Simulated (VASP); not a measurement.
# Se (P3_221) in VASP: a series of runs

The runs below take Se through single point, with PBEsol.

Everything below comes from runs of VASP 6.6.1. Logs are shortened: lines on timing, memory, paths and dates and some standing lists are left out, and cuts for length are marked.

### Step 1. The cell of the first run

The structure is trigonal, space group P3_221 (No. 154). The conventional cell has a = 3.908 Å, b = 3.908 Å, c = 5.140 Å, α = 90.00°, β = 90.00°, γ = 120.00°. Within 3.2 Å of Se (site symmetry 2) lie 6 Se at 2.45 to 3.07 Å.

### Step 2. Single point, PBEsol (22.67 Å³/atom)

Contents of INCAR:

```
PREC = Accurate ; ENCUT = 520
EDIFF = 1E-6 ; ISMEAR = 0
SIGMA = 0.02 ; LREAL = F
LASPH = T ; NELM = 100
ALGO = Normal ; ISIF = 2
LWAVE = F ; LCHARG = F
GGA = PS ; NBANDS = 16
```

Contents of KPOINTS:

```
regular mesh
0
Gamma
  12 12 8
```

Contents of POSCAR:

```
Se
1.0
    3.9083966542      0.0000000000      0.0000000000
   -1.9541983271      3.3847707906      0.0000000000
    0.0000000000      0.0000000000      5.1399423203
Se
3
Direct
    0.2589017288      0.0000000000      0.1666666667
    0.0000000000      0.2589017288      0.8333333333
    0.7410982712      0.7410982712      0.5000000000
```

Potentials or basis: VASP PAW PBE potentials, release 64 (Se).

Started as:

```bash
$ cat potpaw_PBE.64/Se/POTCAR > POTCAR
$ mpirun -np 1 vasp_std > vasp.out
```

OUTCAR:

```text
PREC = Accurate
   ENCUT = 520
   EDIFF = 1E-6
   ISMEAR = 0
   LREAL = F
   LASPH = T
   NELM = 100
   ISIF = 2
   GGA = PS

 ion  position               nearest neighbor table
   1  0.259  0.000  0.167-   3 2.45   2 2.45
   2  0.000  0.259  0.833-   3 2.45   1 2.45
   3  0.741  0.741  0.500-   2 2.45   1 2.45

  LATTYP: Found a hexagonal cell.
 ALAT       =     3.9083966542
 C/A-ratio  =     1.3151025280

  Lattice vectors:

 A1 = (   3.9083966542,   0.0000000000,   0.0000000000)
 A2 = (  -1.9541983271,   3.3847707906,   0.0000000000)
 A3 = (   0.0000000000,   0.0000000000,   5.1399423203)

Analysis of symmetry for initial positions (statically):
=====================================================================
 Subroutine PRICEL returns:
 Original cell was already a primitive cell.

 Routine SETGRP: Setting up the symmetry group for a
 hexagonal supercell.

 Subroutine GETGRP returns: Found  6 space group operations
 (whereof  2 operations were pure point group operations)
 out of a pool of 24 trial point group operations.

The static configuration has the point symmetry C_2 .
 The point group associated with its full space group is D_3 .

Analysis of symmetry for dynamics (positions and initial velocities):
=====================================================================
 Subroutine PRICEL returns:
 Original cell was already a primitive cell.

 Routine SETGRP: Setting up the symmetry group for a
 hexagonal supercell.

 Subroutine GETGRP returns: Found  6 space group operations
 (whereof  2 operations were pure point group operations)
 out of a pool of 24 trial point group operations.

The dynamic configuration has the point symmetry C_2 .
 The point group associated with its full space group is D_3 .

 Subroutine INISYM returns: Found  6 space group operations
 (whereof  2 operations are pure point group operations),
 and found     1 'primitive' translations

----------------------------------------------------------------------------------------

                                     Primitive cell

  volume of cell :      67.9964

  direct lattice vectors                    reciprocal lattice vectors
     3.908396654  0.000000000  0.000000000     0.255859394  0.147720490  0.000000000
    -1.954198327  3.384770791  0.000000000     0.000000000  0.295440980  0.000000000
     0.000000000  0.000000000  5.139942320     0.000000000  0.000000000  0.194554712

  length of vectors
     3.908396654  3.908396654  5.139942320     0.295440980  0.295440980  0.194554712

  position of ions in fractional coordinates (direct lattice)
     0.258901729  0.000000000  0.166666667
     0.000000000  0.258901729  0.833333333
     0.741098271  0.741098271  0.500000000

  ion indices of the primitive-cell ions
   primitive index   ion index
                 1           1
                 2           2
                 3           3

----------------------------------------------------------------------------------------

 KPOINTS: regular mesh

Automatic generation of k-mesh.
 Grid dimensions read from file:
 generate k-points for:   12   12    8

 Generating k-lattice:

  Cartesian coordinates                     Fractional coordinates (reciprocal lattice)
     0.021321616  0.012310041  0.000000000     0.083333333  0.000000000  0.000000000
     0.000000000  0.024620082  0.000000000     0.000000000  0.083333333  0.000000000
     0.000000000  0.000000000  0.024319339     0.000000000  0.000000000  0.125000000

  Length of vectors
     0.024620082  0.024620082  0.024319339

  Shift w.r.t. Gamma in fractional coordinates (k-lattice)
     0.000000000  0.000000000  0.000000000

 Subroutine IBZKPT returns following result:
 ===========================================

 Found    131 irreducible k-points:

 Following reciprocal coordinates:
            Coordinates               Weight
  0.000000  0.000000  0.000000      1.000000
  0.083333  0.000000  0.000000      6.000000
  0.166667  0.000000  0.000000      6.000000
  0.250000  0.000000  0.000000      6.000000
  0.333333 -0.000000  0.000000      6.000000
  0.416667  0.000000  0.000000      6.000000
[... 16 lines left out ...]
  0.166667  0.000000  0.125000      6.000000
  0.000000  0.166667  0.125000      6.000000
 [... further k-points ...]
   k-points           NKPTS =    131   k-points in BZ     NKDIM =    131   number of bands    NBANDS=     16
   number of dos      NEDOS =    301   number of ions     NIONS =      3
   total plane-waves  NPLWV =  36000
   dimension x,y,z NGX =    30 NGY =   30 NGZ =   40
   dimension x,y,z NGXF=    60 NGYF=   60 NGZF=   80
   ions per type =               3
   NGX,Y,Z   is equivalent  to a cutoff of  12.76, 12.76, 12.94 a.u.
   NGXF,Y,Z  is equivalent  to a cutoff of  25.52, 25.52, 25.88 a.u.
 SYSTEM =  unknown system
   PREC   = accura    normal or accurate (medium, high low for compatibility)
   ISTART =      0    job   : 0-new  1-cont  2-samecut
   ICHARG =      2    charge: 1-file 2-atom 10-const
   ISPIN  =      1    spin polarized calculation?
   LNONCOLLINEAR =      F non collinear calculations
   LSORBIT =      F    spin-orbit coupling
   LASPH  =      T    aspherical Exc in radial PAW
   ENCUT  =  520.0 eV  38.22 Ry    6.18 a.u.   7.27  7.27  9.56*2*pi/ulx,y,z
   NELM   =    100;   NELMIN=  2; NELMDL= -5     # of ELM steps
   EDIFF  = 0.1E-05   stopping-criterion for ELM
   LREAL  =      F    real-space projection
   EDIFFG = 0.1E-04   stopping-criterion for IOM
   NSW    =      0    number of steps for IOM
   IBRION =     -1    ionic relax: 0-MD 1-quasi-New 2-CG
   NFREE  =      0    steps in history (QN), initial steepest desc. (CG)
   ISIF   =      2    stress and relaxation
   ISYM   =      2    0-nonsym 1-usesym 2-fastsym
   POTIM  = 0.5000    time-step for ionic-motion
   TEBEG  =    0.0;   TEEND  =   0.0 temperature during run
   PSTRESS=    0.0 pullay stress
   NELECT =      18.0000    total number of electrons
   NUPDOWN=      -1.0000    fix difference up-down
   EMIN   =  10.00;   EMAX   =-10.00  energy-range for DOS
   EFERMI =   0.00;   METHOD = LEGACY
   ISMEAR =     0;   SIGMA  =   0.02  broadening in eV -4-tet -1-fermi 0-gaus
   EFERMI_NEDOS =   21; number of points for ismear=-14 and -15
   IALGO  =     38    algorithm
   IMIX   =      4    mixing-type and parameters
     AMIX     =   0.40;   BMIX     =  1.00
     AMIX_MAG =   1.60;   BMIX_MAG =  1.00
  volume/ion in A,a.u.               =      22.67       152.95
  Fermi-wavevector in a.u.,A,eV,Ry     =   1.051164  1.986411 15.033686  1.104945
  Thomas-Fermi vector in A             =   2.186196
   LORBIT       =      0    0 simple, 1 ext, 2 COOP (PROOUT), +10 PAW based schemes
   GGA     = PS    functional components
   LHFCALC =     F    Hartree Fock is set to
   AEXX    =    0.0000 exact exchange contribution
   IVDW    =     0    specifies the selected vdW correction
   LEPSILON=     F    determine dielectric tensor
   LRPA    =     F    only Hartree local field effects (RPA)
 non-spin polarized calculation
 Gauss-broadening in eV      SIGMA  =   0.02
  energy-cutoff  :      520.00
  volume of cell :       68.00
 maximum number of plane-waves:      1855
 NGX is ok and might be reduce to    30
   NGX = 15   NGY = 15   NGZ = 19

 number of electron      18.0000001 magnetization

 Free energy of the ion-electron system (eV)
  ---------------------------------------------------
  ext. energy  EPLUGINS =         0.00000000
  ---------------------------------------------------
  free energy    TOTEN  =       -11.53776428 eV

  energy without entropy =      -11.53776428  energy(sigma->0) =      -11.53776428

 E-fermi :   4.6197     XC(G=0):  -9.9975

 val. band max:        4.5067215558   @ k =   0.3333   0.3333   0.5000
 cond. band min:       4.7328959382   @ k =   0.3333   0.3333   0.5000
 fundamental gap:      0.2261743824
 Fermi energy:         4.6197058505

 k-point     1 :       0.0000    0.0000    0.0000
  band No.  band energies     occupation
      1     -11.9560      2.00000
      2      -7.7238      2.00000
      3      -7.7238      2.00000
      4       0.7485      2.00000
      5       1.1155      2.00000
      6       1.1155      2.00000
[... 8 lines left out ...]
     15      11.6640      0.00000
     16      12.5932      0.00000

 k-point     2 :       0.0833    0.0000    0.0000
  band No.  band energies     occupation
      1     -11.8982      2.00000
      2      -7.7381      2.00000
      3      -7.7051      2.00000
      4       0.2623      2.00000
      5       0.7992      2.00000
      6       1.0398      2.00000
[... 8 lines left out ...]
     15      11.9297      0.00000
     16      12.5144      0.00000

 k-point     3 :       0.1667    0.0000    0.0000
  band No.  band energies     occupation
      1     -11.7293      2.00000
      2      -7.7975      2.00000
      3      -7.6521      2.00000
      4      -0.5188      2.00000
      5       0.2944      2.00000
      6       0.7727      2.00000
[... 8 lines left out ...]
     15      12.2817      0.00000
     16      12.7519      0.00000

 k-point     4 :       0.2500    0.0000    0.0000
  band No.  band energies     occupation
      1     -11.4654      2.00000
      2      -7.9391      2.00000
      3      -7.5751      2.00000
      4      -1.1216      2.00000
      5      -0.1850      2.00000
      6       0.4627      2.00000
[... 8 lines left out ...]
     15      12.7240      0.00000
     16      13.4600      0.00000
[... 324 lines left out ...]
 k-point    22 :       0.0000    0.0833    0.1250
  band No.  band energies     occupation
      1     -11.8263      2.00000
      2      -8.6012      2.00000
      3      -6.8303      2.00000
      4       0.2130      2.00000
      5       0.7859      2.00000
      6       1.1790      2.00000
[... 8 lines left out ...]
     15      11.9074      0.00000
     16      12.1012      0.00000

 k-point    23 :       0.1667    0.0000    0.1250
  band No.  band energies     occupation
      1     -11.6575      2.00000
      2      -8.5681      2.00000
      3      -6.8766      2.00000
      4      -0.4523      2.00000
      5      -0.0290      2.00000
      6       0.8718      2.00000
[... 8 lines left out ...]
     15      12.3431      0.00000
     16      12.9742      0.00000

 k-point    24 :       0.0000    0.1667    0.1250
  band No.  band energies     occupation
      1     -11.6597      2.00000
      2      -8.5320      2.00000
      3      -6.9425      2.00000
      4      -0.4462      2.00000
      5       0.4783      2.00000
      6       0.8410      2.00000
[... 8 lines left out ...]
     15      11.9923      0.00000
     16      12.3753      0.00000

 [... further k-points ...]
[... 5 lines left out ...]
  --------------------------------------------------------------------------------------
  -------------------------------------------------------------------------------------
  Total        0.8702612      0.8702612      0.9253584     -0.0000000      0.0000000      0.0000000
  in kB       20.5056756     20.5056756     21.8039126     -0.0000000      0.0000000      0.0000000
  external PRESSURE =      20.9384213 kB  Pullay stress =       0.0000000 kB

 VOLUME and BASIS-vectors are now :
 -----------------------------------------------------------------------------
  energy-cutoff  :      520.00
  volume of cell :       68.00
      direct lattice vectors                 reciprocal lattice vectors
     3.908396654  0.000000000  0.000000000     0.255859394  0.147720490  0.000000000
    -1.954198327  3.384770791  0.000000000     0.000000000  0.295440980  0.000000000
     0.000000000  0.000000000  5.139942320     0.000000000  0.000000000  0.194554712

 POSITION                                       TOTAL-FORCE (eV/Angst)
 -----------------------------------------------------------------------------------
      1.01189      0.00000      0.85666         0.037252     -0.000000     -0.000000
     -0.50595      0.87632      4.28329        -0.018626      0.032261      0.000000
      1.44825      2.50845      2.56997        -0.018626     -0.032261      0.000000
 -----------------------------------------------------------------------------------
    total drift:                               -0.000001     -0.000001      0.000000

  FREE ENERGIE OF THE ION-ELECTRON SYSTEM (eV)
  ---------------------------------------------------
  free  energy   TOTEN  =       -11.5377642784 eV

  energy  without entropy=      -11.5377642784  energy(sigma->0) =      -11.53776428
```

Run time: 2.4 min. Hardware: 1 thread of Oxide Virtual Turin-like, shared host; peak memory 0.22 GiB.

What came out:

- Free energy: -11.5378 eV
- Pressure: 2.1 GPa
- Largest force: 0.037 eV/Å
- Band gap on the k mesh: 0.23 eV

Forces in eV/Å, atoms in the order of the input:
```
Se   0.037  0.000  0.000
Se  -0.019  0.032  0.000
Se  -0.019 -0.032  0.000
```

Stress tensor (GPa, compression positive):
```
2.05 0.00 0.00
0.00 2.05 0.00
0.00 0.00 2.18
```

Caveat: the PAW data sets were made with another functional, which shifts forces and pressure a little.

### Step 3. Single point, PBEsol (23.39 Å³/atom)

This run uses another cell than the first one, of 23.39 Å³/atom.

Contents of INCAR:

```
SYSTEM = Se
PREC = Accurate
ENCUT = 520
EDIFF = 1E-6
ISMEAR = 0
SIGMA = 0.02
LREAL = .FALSE.
LASPH = .TRUE.
NELM = 80
ALGO = Normal
ISIF = 2
LWAVE = .FALSE.
LCHARG = .FALSE.
GGA = PS
NBANDS = 16
```

Contents of KPOINTS:

```
Automatic mesh
0
G
  12 12 8
  0 0 0
```

Contents of POSCAR:

```
Se
1.0
    3.9734277535      0.0000000000      0.0000000000
   -1.9867138767      3.4410893746      0.0000000000
    0.0000000000      0.0000000000      5.1317885089
Se
3
Direct
    0.2536110289      0.0000000000      0.1666666667
    0.0000000000      0.2536110289      0.8333333333
    0.7463889711      0.7463889711      0.5000000000
```

Potentials or basis: VASP PAW PBE potentials, release 64 (Se).

Started as:

```bash
$ cat potpaw_PBE.64/Se/POTCAR > POTCAR
$ mpirun -np 1 vasp_std > vasp.out
```

Run time: 2.3 min. Hardware: 1 thread of Oxide Virtual Turin-like, shared host; peak memory 0.22 GiB.

Results (log left out):

```
Free energy            : -11.5556 eV
Pressure               : 1.0 GPa
Largest force          : 0.038 eV/Å
Band gap on the k mesh : 0.33 eV
```

Forces on the atoms (eV/Å):
```
Se   0.038  0.000  0.000
Se  -0.019  0.033  0.000
Se  -0.019 -0.033  0.000
```

Stress tensor (GPa, compression positive):
```
0.97 0.00 0.00
0.00 0.97 0.00
0.00 0.00 1.10
```

Levels at points of the mesh, in eV from the valence-band top:
| k point | band 6 | band 7 | band 8 | band 9 | band 10 | band 11 | band 12 | band 13 |
| --- | --- | --- | --- | --- | --- | --- | --- | --- |
| (0.00, 0.00, 0.00) | -3.43 | -1.96 | -1.96 | -0.66 | 1.36 | 1.36 | 2.02 | 6.19 |
| (0.50, 0.00, 0.00) | -4.05 | -3.92 | -1.47 | -1.01 | 1.28 | 1.49 | 4.00 | 4.35 |
| (0.00, 0.00, 0.50) | -3.16 | -1.50 | -1.35 | -1.35 | 0.78 | 0.79 | 0.79 | 5.29 |
| (0.50, 0.00, 0.50) | -4.38 | -2.68 | -2.20 | -0.17 | 1.15 | 2.40 | 3.00 | 5.77 |

Caveat: the PAW data sets were made with another functional, which shifts forces and pressure a little. A k mesh can miss the band edges.

### Step 4. Single point, PBEsol (24.84 Å³/atom)

This run uses another cell than the first one, of 24.84 Å³/atom.

Contents of INCAR:

```
SYSTEM = Se
PREC = Accurate
ENCUT = 520
EDIFF = 1E-7
ISMEAR = 0
SIGMA = 0.02
LREAL = .FALSE.
LASPH = .TRUE.
NELM = 100
ALGO = Normal
ISIF = 2
LWAVE = .FALSE.
LCHARG = .TRUE.
GGA = PS
LELF = .TRUE.
LVHAR = .TRUE.
NBANDS = 16
```

KPOINTS is that of step 3.

Contents of POSCAR:

```
Se
1.0
    4.1033705479      0.0000000000      0.0000000000
   -2.0516852739      3.5536231356      0.0000000000
    0.0000000000      0.0000000000      5.1095588821
Se
3
Direct
    0.2436437006      0.0000000000      0.1666666667
    0.0000000000      0.2436437006      0.8333333333
    0.7563562994      0.7563562994      0.5000000000
```

Started as:

```bash
$ cat potpaw_PBE.64/Se/POTCAR > POTCAR
$ mpirun -np 1 vasp_std > vasp.out
```

Wall time 3.2 min (1 thread of Oxide Virtual Turin-like, shared host); peak memory 0.24 GiB.

Results (log left out):

| Property | Result |
| --- | --- |
| Free energy | -11.5566 eV |
| Pressure | -0.4 GPa |
| Largest force | 0.041 eV/Å |
| Band gap on the k mesh | 0.51 eV (least direct gap 0.55 eV) |

Forces in eV/Å, atoms in the order of the input:
```
Se   0.041  0.000  0.000
Se  -0.020  0.035  0.000
Se  -0.020 -0.035  0.000
```

Stress tensor (GPa, compression positive):
```
-0.41  0.00  0.00
 0.00 -0.41  0.00
 0.00  0.00 -0.30
```

Levels at points of the mesh, in eV from the valence-band top:
```csv
k point,band 7,band 8,band 9,band 10,band 11,band 12
"(0.00, 0.00, 0.00)",-1.92,-1.92,-0.50,1.47,1.47,2.03
"(0.50, 0.00, 0.00)",-3.48,-1.56,-1.01,1.49,1.78,4.23
"(0.00, 0.00, 0.50)",-1.42,-1.42,-1.37,0.93,0.93,0.94
"(0.50, 0.00, 0.50)",-2.37,-1.87,-0.08,1.32,2.54,2.89
```

Caveat: the PAW data sets were made with another functional, which shifts forces and pressure a little. A k mesh can miss the band edges.

### Step 5. Summary

| cell | gap on the mesh (eV) | pressure (GPa) | largest force (eV/Å) |
| --- | --- | --- | --- |
| a = 3.908, b = 3.908, c = 5.140 Å, angles 90.0, 90.0, 120.0°, 3 atoms, atomic positions A | 0.23 | 2.1 | 0.04 |
| a = 3.973, b = 3.973, c = 5.132 Å, angles 90.0, 90.0, 120.0°, 3 atoms, atomic positions B | 0.33 | 1.0 | 0.04 |
| a = 4.103, b = 4.103, c = 5.110 Å, angles 90.0, 90.0, 120.0°, 3 atoms, atomic positions C | 0.51 | -0.4 | 0.04 |

Alike in all rows: task single point; level PBEsol; potentials or basis VASP PAW PBE potentials, release 64 (Se); no spin polarisation; k mesh 12 × 12 × 8; cutoff (eV) 520; smearing gaussian 0.02 eV.

Caveats: the PAW data sets were made with another functional, which shifts forces and pressure a little.

Total energies depend on the potentials used, so only differences within one code and one set of settings carry meaning.
